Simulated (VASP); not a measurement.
Set up this calculation in VASP 6.6.1, as the native input.

```
Task                   : single point
Functional             : r2SCAN
Potentials or basis    : VASP PAW PBE potentials, release 64 (B, Ag, Sr_sv)
Cutoff                 : 520 eV
k mesh                 : 9 × 9 × 9
Occupations            : methfessel-paxton, width 0.2277 eV
Spin                   : no spin polarisation
Dipole correction      : no
Further INCAR settings : ALGO = Normal; EDIFF = 1e-06; NBANDS = 27
```

SrAg2B2:

```
B Ag Sr
1.0
     0.00000    4.10498    0.00000
     4.10498    0.00000    0.00000
     2.05249    2.05249   -4.91098
B Ag Sr
2 2 1
Direct
  0.38900 0.38900 0.22200
  0.61100 0.61100 0.77800
  0.75000 0.25000 0.50000
  0.25000 0.75000 0.50000
  0.00000 0.00000 0.00000
```

These files were run (other wordings do the same):

POSCAR

```
SrAg2B2
1.0
    0.0000000000      4.1049800000      0.0000000000
    4.1049800000      0.0000000000      0.0000000000
    2.0524900000      2.0524900000     -4.9109810000
B Ag Sr
2 2 1
Direct
    0.3890000000      0.3890000000      0.2220000000
    0.6110000000      0.6110000000      0.7780000000
    0.7500000000      0.2500000000      0.5000000000
    0.2500000000      0.7500000000      0.5000000000
    0.0000000000      0.0000000000      0.0000000000
```

INCAR.step1

```
SYSTEM = SrAg2B2
ALGO = Normal
EDIFF = 1E-4
ENCUT = 520
GGA = PE
ISMEAR = 1
LASPH = .True.
LCHARG = .False.
LREAL = .False.
LWAVE = .True.
NBANDS = 27
NELM = 80
PREC = Accurate
SIGMA = 0.2277
```

INCAR.step2

```
SYSTEM = SrAg2B2
ALGO = Normal
EDIFF = 1E-6
ENCUT = 520
ISIF = 2
ISMEAR = 1
ISTART = 1
LASPH = .True.
LCHARG = .True.
LELF = .True.
LMIXTAU = .True.
LREAL = .False.
LVHAR = .True.
LWAVE = .False.
METAGGA = R2SCAN
NBANDS = 27
NELM = 80
PREC = Accurate
SIGMA = 0.2277
```

KPOINTS

```
k-points
0
Gamma
  9 9 9
  0 0 0
```

Potentials or basis: VASP PAW PBE potentials, release 64 (B, Ag, Sr_sv).

Run with:

```sh
$ cat potpaw_PBE.64/B/POTCAR potpaw_PBE.64/Ag/POTCAR potpaw_PBE.64/Sr_sv/POTCAR > POTCAR
$ cp INCAR.step1 INCAR
$ mpirun -np 1 vasp_std > vasp.out
$ cp INCAR.step2 INCAR
$ mpirun -np 1 vasp_std > vasp.out
```

It gave:

```yaml
Pressure: -3.3 GPa
Largest_force: 1.273 eV/Å
Band_gap_on_the_k_mesh: zero (bands 19 and 20 overlap by 1.92 eV)
```

Caveat: the cell stands under tension; the PAW data sets were made with another functional, which shifts forces and pressure a little.

Run time: 7.1 min on 1 thread of AMD EPYC 7R13 Processor (Zen 3) (shared host), peak memory 0.3 GiB.
